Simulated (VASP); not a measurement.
Wanted: the native input for a VASP 6.6.1 run.

```
Task                   : single point
Functional             : PBEsol
Potentials or basis    : VASP PAW PBE potentials, release 64 (Y_sv)
Cutoff                 : 500 eV
k mesh                 : 6 × 6 × 6
Occupations            : fermi-dirac, width 0.1 eV
Spin                   : no spin polarisation
Dipole correction      : no
Further INCAR settings : ALGO = Normal; EDIFF = 1e-06; NBANDS = 18
```

The structure of Y lies in POSCAR:

```
Y
1.0
    0.0000000000      3.3932112293      3.3932112293
    3.3932112293      0.0000000000      3.3932112293
    3.3932112293      3.3932112293      0.0000000000
Y
2
Direct
    1.0000000000      1.0000000000      1.0000000000
    0.2500000000      0.2500000000      0.2500000000
```

This isn't the form of Y at room conditions, which is hcp.

These files were run (other wordings do the same):

INCAR

```
SYSTEM = Y
ALGO = Normal ; EDIFF = 1E-6
ENCUT = 500 ; GGA = PS
GGA_COMPAT = .FALSE. ; ISIF = 2
ISMEAR = -1 ; LASPH = .TRUE.
LCHARG = .TRUE. ; LELF = .TRUE.
LREAL = .FALSE. ; LVHAR = .TRUE.
LWAVE = .FALSE. ; NBANDS = 18
NELM = 120 ; PREC = Accurate
SIGMA = 0.1
```

KPOINTS

```
k-points
0
G
  6 6 6
  0 0 0
```

Potentials or basis: VASP PAW PBE potentials, release 64 (Y_sv).

Run with:

```sh
$ cat potpaw_PBE.64/Y_sv/POTCAR > POTCAR
$ mpirun -np 1 vasp_std > vasp.out
```

Results of the run:

```json
{
  "Pressure": "0.0 GPa",
  "Band gap on the k mesh": "zero (bands 11 and 12 overlap by 0.47 eV)"
}
```

Caveat: the PAW data sets were made with another functional, which shifts forces and pressure a little.

It took 23 s on 1 thread of Intel(R) Xeon(R) Platinum 8259CL CPU @ 2.50GHz (Skylake/Cascade Lake) (shared host), peak memory 0.21 GiB.
